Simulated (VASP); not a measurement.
Input of a VASP 6.6.1 run:

INCAR

```
PREC     = Accurate       # precision mode
ENCUT    = 520            # plane-wave cutoff, eV
EDIFF    = 1E-6           # SCF threshold, eV
ISMEAR   = 0              # smearing method
SIGMA    = 0.15           # smearing width, eV
LREAL    = False          # projectors in reciprocal space
LASPH    = True           # aspherical terms in the spheres
NELM     = 150            # most SCF steps
ALGO     = Normal         # electronic algorithm
ISIF     = 2              # what is computed and relaxed
LWAVE    = False          # write WAVECAR
LCHARG   = True           # write CHGCAR
ISPIN    = 2              # spin polarisation
MAGMOM   = 0.375 0.375 0.375 0 # initial moments
LORBIT   = 11             # projections on sites
NUPDOWN  = 1.125          # fixed moment
LMAXMIX  = 4              # l up to which the mixer works
GGA      = CA             # functional
LELF     = True           # ELF
LVHAR    = True         
NBANDS   = 34             # bands
```

Contents of KPOINTS:

```
regular mesh
0
Gamma
  12 12 12
```

Contents of POSCAR:

```
Ni3Ge
1.0
    3.5571040709      0.0000000000      0.0000000000
    0.0000000000      3.5571040709      0.0000000000
    0.0000000000      0.0000000000      3.5571040709
Ni Ge
3 1
Direct
    0.5000000000      0.0000000000      0.5000000000
    0.0000000000      0.5000000000      0.5000000000
    0.5000000000      0.5000000000      0.0000000000
    0.0000000000      0.0000000000      0.0000000000
```

Potentials or basis: VASP PAW LDA potentials, release 64 (Ni, Ge_d).

Command:

```sh
$ cat potpaw_LDA.64/Ni/POTCAR potpaw_LDA.64/Ge_d/POTCAR > POTCAR
$ mpirun -np 1 vasp_std > vasp.out
```

**Question.** What does it give for the pressure?

**Answer.** -10.1 GPa.

Caveat: the cell stands under tension; the total moment is fixed, so each spin has its own Fermi level and the state may be an excited one.
